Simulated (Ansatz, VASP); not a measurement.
**H in VASP and in Ansatz**

```xyz
4
Lattice="2.6628 -2.6054 0.0000 2.6628 2.6054 0.0000 0.0000 0.0000 4.0176" Properties=species:S:1:pos:R:3 pbc="T T T"
H     2.6628   -2.3620    0.2752
H     2.6628    0.2434    1.7335
H     2.6628   -0.2434    2.2840
H     2.6628    2.3620    3.7423
```

Change from the starting cell: strain +0.015 along x and y, -0.030 along z, atoms carried along.

Alike in both runs: task single point; functional PBEsol; k mesh 6 × 6 × 6; occupations gaussian, width 0.05 eV; no spin polarisation.

|  | VASP | Ansatz |
| --- | --- | --- |
| version | VASP 6.6.1 | Ansatz 0.2.0 |
| potentials or method | VASP PAW PBE potentials, release 64 (H), cutoff 520 eV | scalar-relativistic, plane waves, PAW |
| valence electrons in the cell | 4 | 4 |

|  | VASP | Ansatz | Ansatz less VASP |
| --- | --- | --- | --- |
| gap on the k mesh at the Fermi level (eV) | 9.23 | 9.23 | +0.003 |
| least direct gap on the mesh (eV) | 9.85 | 9.85 | +0.003 |
| pressure (GPa) | 1.1 | 1.2 | +0.16 |
| traceless stress, the component that is largest in VASP (GPa) | -1.21 | -1.22 | -0.012 |
| rms of the force components (eV/Å) | 0.509 | 0.508 | -0.0004 |

VASP's potentials were made for PBE, not for PBEsol. Atom by atom the forces differ by 0.000 eV/Å (rms over components).
